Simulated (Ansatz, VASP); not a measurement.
## One calculation of As2F, two programs

```
As F
1.0
     3.06159    0.00000    0.00000
    -1.53080    2.65142    0.00000
     0.00000    0.00000   11.99369
As F
4 2
Direct
  0.33333 0.66667 0.58790
  0.66667 0.33333 0.08790
  0.33333 0.66667 0.91210
  0.66667 0.33333 0.41210
  0.33333 0.66667 0.25000
  0.66667 0.33333 0.75000
```

Alike in both runs: functional PBE; k mesh 6 × 6 × 2; occupations gaussian, width 0.1 eV; no spin polarisation.

Ansatz relaxed the structure, and its values are those at the end. VASP's run is a single point on that final structure, the one shown.

```csv
,VASP,Ansatz
version,VASP 6.6.1,Ansatz 0.2.0
potentials or method,"VASP PAW PBE potentials, release 64 (As, F), cutoff 520 eV","scalar-relativistic, plane waves, PAW"
valence electrons in the cell,34,74
```

Ansatz gave:

```
gap on the k mesh at the Fermi level (eV) : none
pressure (GPa)                            : 0.1
rms of the force components (eV/Å)        : 0.001
```

Q: Estimate VASP's values.

A: gap on the k mesh at the Fermi level (eV): none; pressure (GPa): 0.0; rms of the force components (eV/Å): 0.016.

A gap of «none» marks a metal or a gap that the smearing closes. With one functional, cell and mesh, what is left measures potentials, basis and numerics. VASP's potentials hold 34 valence electrons a cell and Ansatz's 74, so a difference there can come from the potentials and not from the codes.

The k mesh is coarse, so the values compare programs but aren't converged.
